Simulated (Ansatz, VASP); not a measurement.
## TaSi: VASP beside Ansatz

Contents of INCAR:

```
PREC     = Accurate       # precision mode
ENCUT    = 520            # plane-wave cutoff, eV
EDIFF    = 1E-6           # SCF threshold, eV
ISMEAR   = 0              # smearing method
SIGMA    = 0.2            # smearing width, eV
LREAL    = F              # projectors in reciprocal space
LASPH    = T              # aspherical terms in the spheres
NELM     = 100            # most SCF steps
ALGO     = Normal         # electronic algorithm
ISIF     = 2              # what is computed and relaxed
LWAVE    = F              # write WAVECAR
LCHARG   = F              # write CHGCAR
GGA      = PE             # functional
NBANDS   = 40             # bands
```

KPOINTS

```
regular mesh
0
Gamma
  6 6 2
```

File POSCAR:

```
TaSi
1.0
    3.4345860091      0.0000000000      0.0000000000
   -1.7172930046      2.9744387354      0.0000000000
    0.0000000000      0.0000000000     13.3926349610
Ta Si
4 4
Direct
    0.3333333333      0.6666666667      0.4231704362
    0.3333333333      0.6666666667      0.9231704362
    0.6666666667      0.3333333333      0.0768295638
    0.6666666667      0.3333333333      0.5768295638
    0.3333333333      0.6666666667      0.2038308107
    0.3333333333      0.6666666667      0.7038308107
    0.6666666667      0.3333333333      0.2961691893
    0.6666666667      0.3333333333      0.7961691893
```

Input for Ansatz:

```yaml
crystal:
  lattice:
    - [3.4345860091, 0.0, 0.0]
    - [-1.7172930046, 2.9744387354, 0.0]
    - [0.0, 0.0, 13.392634961]
  atoms:
    - { symbol: Ta, position: [0.3333333333, 0.6666666667, 0.4231704362] }
    - { symbol: Ta, position: [0.3333333333, 0.6666666667, 0.9231704362] }
    - { symbol: Ta, position: [0.6666666667, 0.3333333333, 0.0768295638] }
    - { symbol: Ta, position: [0.6666666667, 0.3333333333, 0.5768295638] }
    - { symbol: Si, position: [0.3333333333, 0.6666666667, 0.2038308107] }
    - { symbol: Si, position: [0.3333333333, 0.6666666667, 0.7038308107] }
    - { symbol: Si, position: [0.6666666667, 0.3333333333, 0.2961691893] }
    - { symbol: Si, position: [0.6666666667, 0.3333333333, 0.7961691893] }
basis:
  ecutwfc: 420
kpoints:
  mp_grid: { grid: [6, 6, 2] }
hamiltonian:
  xc: pbe
scf:
  occupations: { method: gaussian, width: 0.2 }
  lower_state_search: "off"
output:
  forces: true
  stress: true
  eigenvalues: true
```

Alike in both runs: task single point; functional PBE; k mesh 6 × 6 × 2; occupations gaussian, width 0.2 eV; no spin polarisation.

```csv
,VASP,Ansatz
version,VASP 6.6.1,Ansatz 0.2.0
potentials or method,"VASP PAW PBE potentials, release 64 (Ta_pv, Si), cutoff 520 eV","scalar-relativistic, plane waves, PAW"
valence electrons in the cell,60,68
```

|  | VASP | Ansatz | Ansatz less VASP |
| --- | --- | --- | --- |
| gap on the k mesh at the Fermi level (eV) | none | none | - |
| pressure (GPa) | 0.2 | 0.1 | -0.02 |
| traceless stress, the component that is largest in VASP (GPa) | 0.45 | 0.47 | +0.014 |
| rms of the force components (eV/Å) | 0.032 | 0.038 | +0.0050 |

Atom by atom the forces differ by 0.009 eV/Å (rms over components). A gap of «none» marks a metal or a gap that the smearing closes. With one functional, cell and mesh, what is left measures potentials, basis and numerics. VASP's potentials hold 60 valence electrons a cell and Ansatz's 68, so a difference there can come from the potentials and not from the codes.

Spin-orbit coupling is off throughout.
